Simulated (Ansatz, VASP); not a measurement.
## One calculation of BaTe, two programs

```
CELL_PARAMETERS angstrom
4.24416 0.00000 0.00000
0.00000 4.24416 0.00000
0.00000 0.00000 4.24416
ATOMIC_POSITIONS crystal
Ba 0.50000 0.50000 0.50000
Te 0.00000 0.00000 0.00000
```

Alike in both runs: functional PBE; k mesh 6 × 6 × 6; occupations gaussian, width 0.02 eV; no spin polarisation.

Ansatz relaxed the structure, and its values are those at the end. VASP's run is a single point on that final structure, the one shown.

```csv
,VASP,Ansatz
version,VASP 6.6.1,Ansatz 0.2.0
potentials or method,"VASP PAW PBE potentials, release 64 (Ba_sv, Te), cutoff 520 eV","scalar-relativistic, plane waves, PAW"
valence electrons in the cell,16,26
```

|  | VASP | Ansatz | Ansatz less VASP |
| --- | --- | --- | --- |
| gap on the k mesh at the Fermi level (eV) | 0.75 | 0.86 | +0.102 |
| least direct gap on the mesh (eV) | 0.97 | 1.07 | +0.100 |
| pressure (GPa) | 0.5 | 0.0 | -0.46 |

With one functional, cell and mesh, what is left measures potentials, basis and numerics. VASP's potentials hold 16 valence electrons a cell and Ansatz's 26, so a difference there can come from the potentials and not from the codes.

Spin-orbit coupling is off throughout.
